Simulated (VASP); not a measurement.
# Hg3P2 (P4/mmm) in VASP: single point with PBE

Aim: the single point of Hg3P2 with PBE.

Everything below comes from runs of VASP 6.6.1. Logs are shortened: lines on timing, memory, paths and dates and some standing lists are left out, and cuts for length are marked.

### Step 1. The cell of the first run

It takes space group P4/mmm (No. 123, tetragonal). Conventional cell: a = 4.297 Å, b = 4.297 Å, c = 6.511 Å, α = 90.00°, β = 90.00°, γ = 90.00°. Within 4.3 Å of Hg (site symmetry 4mm) lie 8 P at 3.06 to 4.13 Å and 10 Hg at 3.19 to 4.30 Å. Hg (site symmetry 4/mmm) has 2 P at 2.06 Å within 2.7 Å. P (site symmetry 4mm) has 1 Hg at 2.06 Å and 1 P at 2.40 Å within 2.7 Å.

The cell was generated, and may not be a known phase.

### Step 2. Single point, PBE

Contents of INCAR:

```
ALGO = Normal ; EDIFF = 1E-6
ENCUT = 520 ; GGA = PE
ISIF = 2 ; ISMEAR = 0
LASPH = T ; LCHARG = F
LREAL = F ; LWAVE = F
NBANDS = 31 ; NELM = 100
PREC = Accurate ; SIGMA = 0.1
```

Contents of KPOINTS:

```
k-points
0
Gamma
  4 4 4
```

Contents of POSCAR:

```
Hg3P2
1.0
    4.2966257700      0.0000000000      0.0000000000
    0.0000000000      4.2966257700      0.0000000000
    0.0000000000      0.0000000000      6.5114069400
Hg P
3 2
Direct
    0.0000000000      0.0000000000      0.2446311400
    0.0000000000      0.0000000000      0.7553688600
    0.5000000000      0.5000000000      0.5000000000
    0.5000000000      0.5000000000      0.1842461100
    0.5000000000      0.5000000000      0.8157538900
```

Potentials or basis: VASP PAW PBE potentials, release 64 (Hg, P).

Command:

```sh
> cat potpaw_PBE.64/Hg/POTCAR potpaw_PBE.64/P/POTCAR > POTCAR
> mpirun -np 1 vasp_std > vasp.out
```

OUTCAR:

```text
EDIFF = 1E-6
   ENCUT = 520
   GGA = PE
   ISIF = 2
   ISMEAR = 0
   LASPH = T
   LREAL = F
   NELM = 100
   PREC = Accurate

 ion  position               nearest neighbor table
   1  0.000  0.000  0.245-   4 3.06   4 3.06   4 3.06   4 3.06   2 3.19   2 3.33   3 3.46   3 3.46
                             3 3.46   3 3.46
   2  0.000  0.000  0.755-   5 3.06   5 3.06   5 3.06   5 3.06   1 3.19   1 3.33   3 3.46   3 3.46
                             3 3.46   3 3.46
   3  0.500  0.500  0.500-   4 2.06   5 2.06   1 3.46   2 3.46   1 3.46   2 3.46   1 3.46   2 3.46
                             1 3.46   2 3.46
   4  0.500  0.500  0.184-   3 2.06   5 2.40   1 3.06   1 3.06   1 3.06   1 3.06
   5  0.500  0.500  0.816-   3 2.06   4 2.40   2 3.06   2 3.06   2 3.06   2 3.06

  LATTYP: Found a simple tetragonal cell.
 ALAT       =     4.2966257700
 C/A-ratio  =     1.5154698800

  Lattice vectors:

 A1 = (   4.2966257700,   0.0000000000,   0.0000000000)
 A2 = (   0.0000000000,   4.2966257700,   0.0000000000)
 A3 = (   0.0000000000,   0.0000000000,   6.5114069400)

Analysis of symmetry for initial positions (statically):
=====================================================================
 Subroutine PRICEL returns:
 Original cell was already a primitive cell.

 Routine SETGRP: Setting up the symmetry group for a
 simple tetragonal supercell.

 Subroutine GETGRP returns: Found 16 space group operations
 (whereof 16 operations were pure point group operations)
 out of a pool of 16 trial point group operations.

The static configuration has the point symmetry D_4h.

Analysis of symmetry for dynamics (positions and initial velocities):
=====================================================================
 Subroutine PRICEL returns:
 Original cell was already a primitive cell.

 Routine SETGRP: Setting up the symmetry group for a
 simple tetragonal supercell.

 Subroutine GETGRP returns: Found 16 space group operations
 (whereof 16 operations were pure point group operations)
 out of a pool of 16 trial point group operations.

The dynamic configuration has the point symmetry D_4h.

 Subroutine INISYM returns: Found 16 space group operations
 (whereof 16 operations are pure point group operations),
 and found     1 'primitive' translations

----------------------------------------------------------------------------------------

                                     Primitive cell

  volume of cell :     120.2070

  direct lattice vectors                    reciprocal lattice vectors
     4.296625770  0.000000000  0.000000000     0.232740772  0.000000000  0.000000000
     0.000000000  4.296625770  0.000000000     0.000000000  0.232740772  0.000000000
     0.000000000  0.000000000  6.511406940     0.000000000  0.000000000  0.153576640

  length of vectors
     4.296625770  4.296625770  6.511406940     0.232740772  0.232740772  0.153576640

  position of ions in fractional coordinates (direct lattice)
     0.000000000  0.000000000  0.244631140
     0.000000000  0.000000000  0.755368860
     0.500000000  0.500000000  0.500000000
     0.500000000  0.500000000  0.184246110
     0.500000000  0.500000000  0.815753890

  ion indices of the primitive-cell ions
   primitive index   ion index
                 1           1
                 2           2
                 3           3
                 4           4
                 5           5

----------------------------------------------------------------------------------------

 KPOINTS: k-points

Automatic generation of k-mesh.
 Grid dimensions read from file:
 generate k-points for:    4    4    4

 Generating k-lattice:

  Cartesian coordinates                     Fractional coordinates (reciprocal lattice)
     0.058185193  0.000000000  0.000000000     0.250000000  0.000000000  0.000000000
     0.000000000  0.058185193  0.000000000     0.000000000  0.250000000  0.000000000
     0.000000000  0.000000000  0.038394160     0.000000000  0.000000000  0.250000000

  Length of vectors
     0.058185193  0.058185193  0.038394160

  Shift w.r.t. Gamma in fractional coordinates (k-lattice)
     0.000000000  0.000000000  0.000000000

 Subroutine IBZKPT returns following result:
 ===========================================

 Found     18 irreducible k-points:

 Following reciprocal coordinates:
            Coordinates               Weight
  0.000000  0.000000  0.000000      1.000000
  0.250000  0.000000  0.000000      4.000000
  0.500000  0.000000  0.000000      2.000000
  0.250000  0.250000  0.000000      4.000000
  0.500000  0.250000  0.000000      4.000000
  0.500000  0.500000  0.000000      1.000000
[... 10 lines left out ...]
  0.500000  0.250000  0.500000      4.000000
  0.500000  0.500000  0.500000      1.000000
   k-points           NKPTS =     18   k-points in BZ     NKDIM =     18   number of bands    NBANDS=     31
   number of dos      NEDOS =    301   number of ions     NIONS =      5
   total plane-waves  NPLWV =  49152
   dimension x,y,z NGX =    32 NGY =   32 NGZ =   48
   dimension x,y,z NGXF=    64 NGYF=   64 NGZF=   96
   ions per type =               3   2
   NGX,Y,Z   is equivalent  to a cutoff of  12.38, 12.38, 12.26 a.u.
   NGXF,Y,Z  is equivalent  to a cutoff of  24.76, 24.76, 24.51 a.u.
 SYSTEM =  unknown system
   PREC   = accura    normal or accurate (medium, high low for compatibility)
   ISTART =      0    job   : 0-new  1-cont  2-samecut
   ICHARG =      2    charge: 1-file 2-atom 10-const
   ISPIN  =      1    spin polarized calculation?
   LNONCOLLINEAR =      F non collinear calculations
   LSORBIT =      F    spin-orbit coupling
   LASPH  =      T    aspherical Exc in radial PAW
   ENCUT  =  520.0 eV  38.22 Ry    6.18 a.u.   7.99  7.99 12.11*2*pi/ulx,y,z
   NELM   =    100;   NELMIN=  2; NELMDL= -5     # of ELM steps
   EDIFF  = 0.1E-05   stopping-criterion for ELM
   LREAL  =      F    real-space projection
   EDIFFG = 0.1E-04   stopping-criterion for IOM
   NSW    =      0    number of steps for IOM
   IBRION =     -1    ionic relax: 0-MD 1-quasi-New 2-CG
   NFREE  =      0    steps in history (QN), initial steepest desc. (CG)
   ISIF   =      2    stress and relaxation
   ISYM   =      2    0-nonsym 1-usesym 2-fastsym
   POTIM  = 0.5000    time-step for ionic-motion
   TEBEG  =    0.0;   TEEND  =   0.0 temperature during run
   PSTRESS=    0.0 pullay stress
   NELECT =      46.0000    total number of electrons
   NUPDOWN=      -1.0000    fix difference up-down
   EMIN   =  10.00;   EMAX   =-10.00  energy-range for DOS
   EFERMI =   0.00;   METHOD = LEGACY
   ISMEAR =     0;   SIGMA  =   0.10  broadening in eV -4-tet -1-fermi 0-gaus
   EFERMI_NEDOS =   21; number of points for ismear=-14 and -15
   IALGO  =     38    algorithm
   IMIX   =      4    mixing-type and parameters
     AMIX     =   0.40;   BMIX     =  1.00
     AMIX_MAG =   1.60;   BMIX_MAG =  1.00
  volume/ion in A,a.u.               =      24.04       162.24
  Fermi-wavevector in a.u.,A,eV,Ry     =   1.188550  2.246034 19.220287  1.412651
  Thomas-Fermi vector in A             =   2.324677
   LORBIT       =      0    0 simple, 1 ext, 2 COOP (PROOUT), +10 PAW based schemes
   GGA     = PE    functional components
   LHFCALC =     F    Hartree Fock is set to
   AEXX    =    0.0000 exact exchange contribution
   IVDW    =     0    specifies the selected vdW correction
   LEPSILON=     F    determine dielectric tensor
   LRPA    =     F    only Hartree local field effects (RPA)
 non-spin polarized calculation
 Gauss-broadening in eV      SIGMA  =   0.10
  energy-cutoff  :      520.00
  volume of cell :      120.21
 maximum number of plane-waves:      3272
 NGX is ok and might be reduce to    32
   NGX = 15   NGY = 15   NGZ = 25

 number of electron      46.0000006 magnetization

 Free energy of the ion-electron system (eV)
  ---------------------------------------------------
  ext. energy  EPLUGINS =         0.00000000
  ---------------------------------------------------
  free energy    TOTEN  =        -6.21120436 eV

  energy without entropy =       -6.19117288  energy(sigma->0) =       -6.20118862

 E-fermi :   3.0306     XC(G=0):  -9.9253

 val. band max:        3.0271715449   @ k =   0.5000   0.0000   0.5000
 cond. band min:       3.0918783736   @ k =   0.5000   0.2500   0.2500
 fundamental gap:      0.0647068287
 Fermi energy:         3.0306367740

 k-point     1 :       0.0000    0.0000    0.0000
  band No.  band energies     occupation
      1     -10.5801      2.00000
      2      -6.8999      2.00000
      3      -6.2045      2.00000
      4      -5.8354      2.00000
      5      -5.8354      2.00000
      6      -4.8018      2.00000
[... 23 lines left out ...]
     30       8.4275      0.00000
     31      10.3988      0.00000

 k-point     2 :       0.2500    0.0000    0.0000
  band No.  band energies     occupation
      1     -10.4971      2.00000
      2      -6.6888      2.00000
      3      -6.0479      2.00000
      4      -5.9019      2.00000
      5      -5.8746      2.00000
      6      -4.7354      2.00000
[... 23 lines left out ...]
     30       8.6955      0.00000
     31       9.1750      0.00000

 k-point     3 :       0.5000    0.0000    0.0000
  band No.  band energies     occupation
      1     -10.4111      2.00000
      2      -6.3805      2.00000
      3      -6.0456      2.00000
      4      -5.9130      2.00000
      5      -5.8333      2.00000
      6      -4.7617      2.00000
[... 23 lines left out ...]
     30       7.7445      0.00000
     31       7.9034      0.00000

 k-point     4 :       0.2500    0.2500    0.0000
  band No.  band energies     occupation
      1     -10.4479      2.00000
      2      -6.5728      2.00000
      3      -5.9567      2.00000
      4      -5.9363      2.00000
      5      -5.8906      2.00000
      6      -4.7675      2.00000
[... 23 lines left out ...]
     30       8.7383      0.00000
     31       9.0062      0.00000

 k-point     5 :       0.5000    0.2500    0.0000
  band No.  band energies     occupation
      1     -10.3981      2.00000
      2      -6.4535      2.00000
      3      -5.9890      2.00000
      4      -5.9214      2.00000
      5      -5.8053      2.00000
      6      -4.8412      2.00000
[... 23 lines left out ...]
     30       8.5123      0.00000
     31       9.4289      0.00000
[... 338 lines left out ...]
     30       7.9102      0.00000
     31       8.1301      0.00000

 k-point    16 :       0.2500    0.2500    0.5000
  band No.  band energies     occupation
      1     -10.0227      2.00000
      2      -8.3765      2.00000
      3      -5.9988      2.00000
      4      -5.9073      2.00000
      5      -4.7870      2.00000
      6      -4.6506      2.00000
[... 23 lines left out ...]
     30       8.5524      0.00000
     31       9.1276      0.00000

 k-point    17 :       0.5000    0.2500    0.5000
  band No.  band energies     occupation
      1      -9.9891      2.00000
      2      -8.2606      2.00000
      3      -6.0216      2.00000
      4      -5.9436      2.00000
      5      -4.8084      2.00000
      6      -4.6129      2.00000
[... 23 lines left out ...]
     30       9.6630      0.00000
     31      10.4412      0.00000

 k-point    18 :       0.5000    0.5000    0.5000
  band No.  band energies     occupation
      1      -9.9856      2.00000
      2      -8.2370      2.00000
      3      -5.9538      2.00000
      4      -5.9538      2.00000
      5      -4.8596      2.00000
      6      -4.4925      2.00000
[... 23 lines left out ...]
     30       9.9010      0.00000
     31       9.9010      0.00000

------------------------ aborting loop because EDIFF is reached ----------------------------------------

  FORCE on cell =-STRESS in cart. coord.  units (eV):
  Direction    XX          YY          ZZ          XY          YZ          ZX
  --------------------------------------------------------------------------------------
  -------------------------------------------------------------------------------------
  Total       -0.9765992     -0.9765992     32.7928821      0.0000000      0.0000000      0.0000000
  in kB      -13.0165846    -13.0165846    437.0793353      0.0000000      0.0000000      0.0000000
  external PRESSURE =     137.0153887 kB  Pullay stress =       0.0000000 kB

 VOLUME and BASIS-vectors are now :
 -----------------------------------------------------------------------------
  energy-cutoff  :      520.00
  volume of cell :      120.21
      direct lattice vectors                 reciprocal lattice vectors
     4.296625770  0.000000000  0.000000000     0.232740772  0.000000000  0.000000000
     0.000000000  4.296625770  0.000000000     0.000000000  0.232740772  0.000000000
     0.000000000  0.000000000  6.511406940     0.000000000  0.000000000  0.153576640

 POSITION                                       TOTAL-FORCE (eV/Angst)
 -----------------------------------------------------------------------------------
      0.00000      0.00000      1.59289         0.000000      0.000000     -0.336763
      0.00000      0.00000      4.91851        -0.000000      0.000000      0.336763
      2.14831      2.14831      3.25570        -0.000000      0.000000      0.000000
      2.14831      2.14831      1.19970        -0.000000     -0.000000     -7.693680
      2.14831      2.14831      5.31171        -0.000000     -0.000000      7.693680
 -----------------------------------------------------------------------------------
    total drift:                                0.000000     -0.000000     -0.000000

  FREE ENERGIE OF THE ION-ELECTRON SYSTEM (eV)
  ---------------------------------------------------
  free  energy   TOTEN  =        -6.2112043637 eV

  energy  without entropy=       -6.1911728817  energy(sigma->0) =       -6.20118862
```

Run time: 24 s. Hardware: 1 thread of Intel Xeon 6975P-C (Granite Rapids), shared host; peak memory 0.23 GiB.

What came out:

```yaml
Free_energy: -6.2112 eV
Pressure: 13.7 GPa
Largest_force: 7.694 eV/Å
Band_gap_on_the_k_mesh: zero (bands 23 and 24 overlap by 4.08 eV)
```

Forces on the atoms (eV/Å):
```
Hg   0.000  0.000 -0.337
Hg   0.000  0.000  0.337
Hg   0.000  0.000  0.000
P    0.000  0.000 -7.694
P    0.000  0.000  7.694
```

Stress tensor (GPa, compression positive):
```
-1.30  0.00  0.00
 0.00 -1.30  0.00
 0.00  0.00 43.71
```

Caveat: the k points lie up to 0.37 Å⁻¹ apart, too coarse for converged energies and pressures of a metal; spin-orbit coupling is left out, which moves the levels of the heavy elements; forces of over 1 eV/Å act on the atoms, so gaps and moduli don't describe the material at rest.

The gap in the log of VASP goes by the Fermi energy; the results here count the filled bands.